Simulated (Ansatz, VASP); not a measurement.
**AlNi in VASP and in Ansatz**

```
CELL_PARAMETERS angstrom
1.93869 -1.95319 0.00000
1.93869 1.95319 0.00000
0.00000 0.00000 3.09943
ATOMIC_POSITIONS crystal
Ni 0.50000 0.50000 0.50000
Al 0.00000 0.00000 0.00000
```

Alike in both runs: task single point; functional PBEsol; k mesh 10 × 10 × 9; occupations fermi-dirac, width 0.05 eV; collinear spin.

|  | VASP | Ansatz |
| --- | --- | --- |
| version | VASP 6.6.1 | Ansatz 0.2.0 |
| potentials or method | VASP PAW PBE potentials, release 64 (Ni, Al) | Ansatz PAW |
| plane-wave cutoff (eV) | 520 | 420 |
| valence electrons in the cell | 13 | 21 |

|  | VASP | Ansatz | Ansatz less VASP |
| --- | --- | --- | --- |
| gap on the k mesh at the Fermi level (eV) | none | none | - |
| pressure (GPa) | 0.6 | 0.5 | -0.17 |
| traceless stress, the component that is largest in VASP (GPa) | -4.86 | -4.71 | +0.148 |
| net moment per atom (μB) | 0.00 | 0.00 | 0.000 |

VASP's potentials were made for PBE, not for PBEsol. A gap of «none» marks a metal or a gap that the smearing closes. VASP's potentials hold 13 valence electrons a cell and Ansatz's 21, so a difference there can come from the potentials and not from the codes.
